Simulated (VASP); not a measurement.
SnO2: single point with PBEsol+D4

The system is SnO2.

```
CELL_PARAMETERS angstrom
4.94760 0.00000 0.00000
0.00000 5.02880 0.00000
0.00000 0.00000 3.03518
ATOMIC_POSITIONS crystal
Sn 0.50000 0.50000 0.50000
Sn 0.00000 0.00000 0.00000
O 0.29185 0.32104 0.00000
O 0.79185 0.17896 0.50000
O 0.20814 0.82104 0.50000
O 0.70815 0.67896 0.00000
```

```
Program             : VASP 6.6.1
Task                : single point
Functional          : PBEsol
Dispersion          : D4
Potentials or basis : VASP PAW PBE potentials, release 64 (Sn_d, O)
Cutoff              : 520 eV
k mesh              : 4 × 4 × 6
Occupations         : gaussian, width 0.02 eV
Spin                : no spin polarisation
```

```
Pressure                   : -2.6 GPa
Largest force              : 0.112 eV/Å
Band gap on the k mesh     : 1.05 eV
Dispersion energy per atom : -0.146 eV
```

Forces in eV/Å, atoms in the order of the input:
```
Sn   0.000  0.000  0.000
Sn   0.000  0.000  0.000
O   -0.002 -0.112  0.000
O   -0.002  0.112  0.000
O    0.002 -0.112  0.000
O    0.002  0.112  0.000
```

Stress tensor (GPa, compression positive):
```
-9.60  0.00  0.00
 0.00 -9.60  0.00
 0.00  0.00 11.34
```

Levels at points of the mesh, in eV from the valence-band top:
| k point | band 24 | band 25 | band 26 | band 27 | band 28 | band 29 |
| --- | --- | --- | --- | --- | --- | --- |
| (0.00, 0.00, 0.00) | -0.81 | -0.75 | 0.00 | 1.05 | 6.44 | 6.47 |
| (0.50, 0.00, 0.00) | -0.88 | -0.54 | -0.54 | 3.85 | 3.85 | 7.24 |
| (0.00, 0.50, 0.00) | -0.87 | -0.74 | -0.74 | 4.02 | 4.02 | 7.73 |
| (0.50, 0.50, 0.00) | -0.95 | -0.92 | -0.92 | 4.55 | 4.55 | 7.57 |
| (0.00, 0.00, 0.50) | -1.41 | -1.08 | -1.08 | 5.64 | 5.64 | 8.84 |
| (0.50, 0.00, 0.50) | -0.92 | -0.88 | -0.88 | 5.88 | 5.88 | 7.06 |
| (0.00, 0.50, 0.50) | -1.09 | -0.77 | -0.77 | 5.75 | 5.75 | 6.86 |
| (0.50, 0.50, 0.50) | -0.92 | -0.79 | -0.79 | 4.25 | 4.25 | 8.42 |

Wall time 57 s on 1 thread of AMD EPYC 9R45 (Zen 5), with other jobs on the host, peak memory 0.19 GiB.

Caveat: the PAW data sets were made with another functional, which shifts forces and pressure a little; spin-orbit coupling is left out, which moves the levels of the heavy elements.
